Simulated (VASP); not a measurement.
A run of VASP 6.6.1:

Contents of INCAR:

```
SYSTEM = MgS
PREC     = Accurate       ! precision mode
ENCUT    = 520            ! plane-wave cutoff, eV
EDIFF    = 1E-6           ! SCF threshold, eV
ISMEAR   = 0              ! smearing method
SIGMA    = 0.05           ! smearing width, eV
LREAL    = .False.        ! projectors in reciprocal space
LASPH    = .True.         ! aspherical terms in the spheres
NELM     = 100            ! most SCF steps
ALGO     = Normal         ! electronic algorithm
ISIF     = 2              ! what is computed and relaxed
LWAVE    = .False.        ! write WAVECAR
LCHARG   = .False.        ! write CHGCAR
GGA      = PS             ! functional
NBANDS   = 11             ! bands
```

File KPOINTS:

```
regular mesh
0
Gamma
  8 8 8
  0 0 0
```

POSCAR

```
MgS
1.0
    0.0000000000      2.6666912500      2.4715675000
    2.6666912500      0.0000000000      2.4715675000
    2.6666912500      2.6666912500      0.0000000000
Mg S
1 1
Direct
    0.0000000000      0.0000000000      0.0000000000
    0.5000000000      0.5000000000      0.5000000000
```

Potentials or basis: VASP PAW PBE potentials, release 64 (Mg, S).

Command:

```sh
$ cat potpaw_PBE.64/Mg/POTCAR potpaw_PBE.64/S/POTCAR > POTCAR
$ mpirun -np 1 vasp_std > vasp.out
```

Hardware: 1 thread of Intel(R) Xeon(R) 6975P-C (Granite Rapids), on a shared host.

How long does it take, and how much memory?

It took 7.8 s on 1 thread of Intel(R) Xeon(R) 6975P-C (Granite Rapids), on a shared host, peak memory 0.16 GiB. Counts: scf iterations 11, k points 59.
